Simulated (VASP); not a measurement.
Here is a VASP 6.6.1 calculation.

File INCAR:

```
SYSTEM = Si2Mo
PREC = Accurate ; ENCUT = 520
EDIFF = 1E-7 ; ISMEAR = 0
SIGMA = 0.1 ; LREAL = .FALSE.
LASPH = .TRUE. ; NELM = 60
ALGO = Normal ; ISIF = 2
LWAVE = .FALSE. ; LCHARG = .FALSE.
GGA = PE ; NBANDS = 31
```

File KPOINTS:

```
regular mesh
0
G
  12 12 6
  0 0 0
```

The input POSCAR:

```
Si2Mo
1.0
    3.1203419446      0.0000000000      0.0000000000
    0.0000000000      3.2409737209      0.0000000000
    0.0000000000      0.0000000000      7.9320676558
Si Mo
4 2
Direct
    0.0000000000      0.0000000000      0.3350215020
    0.5000000000      0.5000000000      0.1649784980
    0.5000000000      0.5000000000      0.8350215020
    0.0000000000      0.0000000000      0.6649784980
    0.0000000000      0.0000000000      0.0000000000
    0.5000000000      0.5000000000      0.5000000000
```

Potentials or basis: VASP PAW PBE potentials, release 64 (Si, Mo_sv).

Launch:

```console
$ cat potpaw_PBE.64/Si/POTCAR potpaw_PBE.64/Mo_sv/POTCAR > POTCAR
$ mpirun -np 1 vasp_std > vasp.out
```

**Question.** Predict the largest force.

**Answer.** 0.006 eV/Å.

**Question.** What does it give for the pressure?

**Answer.** 3.3 GPa.

Stress tensor (GPa, compression positive):
```
10.98  0.00  0.00
 0.00  0.17  0.00
 0.00  0.00 -1.33
```

Caveat: the cell differs from its parent crystal (uniaxial strain along a: -3.0 %).
